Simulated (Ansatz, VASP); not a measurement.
# MgS: VASP beside Ansatz

The input INCAR:

```
ALGO = Normal ; EDIFF = 1E-6
ENCUT = 600 ; GGA_COMPAT = False
ISIF = 2 ; ISMEAR = 0
LASPH = True ; LCHARG = False
LREAL = False ; LWAVE = False
NBANDS = 11 ; NELM = 120
PREC = Accurate ; SIGMA = 0.05
```

KPOINTS

```
k-points
0
Gamma
  8 8 8
```

The input POSCAR:

```
MgS
1.0
    0.0000000000      2.5825563458      2.5825563458
    2.5825563458      0.0000000000      2.5825563458
    2.5825563458      2.5825563458      0.0000000000
Mg S
1 1
Direct
    0.0000000000      0.0000000000      0.0000000000
    0.5000000000      0.5000000000      0.5000000000
```

Input for Ansatz:

```yaml
crystal:
  lattice:
    - [0.0, 2.5825563458, 2.5825563458]
    - [2.5825563458, 0.0, 2.5825563458]
    - [2.5825563458, 2.5825563458, 0.0]
  atoms:
    - { symbol: Mg, position: [0.0, 0.0, 0.0] }
    - { symbol: S, position: [0.5, 0.5, 0.5] }
basis:
  ecutwfc: 420
  ecutrho_ratio: 4
kpoints:
  mp_grid: { grid: [8, 8, 8] }
hamiltonian:
  xc: lda
scf:
  occupations: { method: gaussian, width: 0.05 }
output:
  forces: true
  stress: true
  eigenvalues: true
```

Alike in both runs: task single point; functional LDA; k mesh 8 × 8 × 8; occupations gaussian, width 0.05 eV; no spin polarisation.

|  | VASP | Ansatz |
| --- | --- | --- |
| version | VASP 6.6.1 | Ansatz 0.2.0 |
| potentials or method | VASP PAW LDA potentials, release 64 (Mg, S), cutoff 600 eV | scalar-relativistic, plane waves, PAW |
| valence electrons in the cell | 8 | 16 |

```tsv
	VASP	Ansatz	Ansatz less VASP
gap on the k mesh at the Fermi level (eV)	2.60	2.61	0.000
least direct gap on the mesh (eV)	3.67	3.66	-0.012
pressure (GPa)	-2.2	-1.7	+0.56
```

LDA's correlation is that of Perdew and Zunger in VASP and of Perdew and Wang (1992) in Ansatz. VASP's potentials hold 8 valence electrons a cell and Ansatz's 16, so a difference there can come from the potentials and not from the codes.
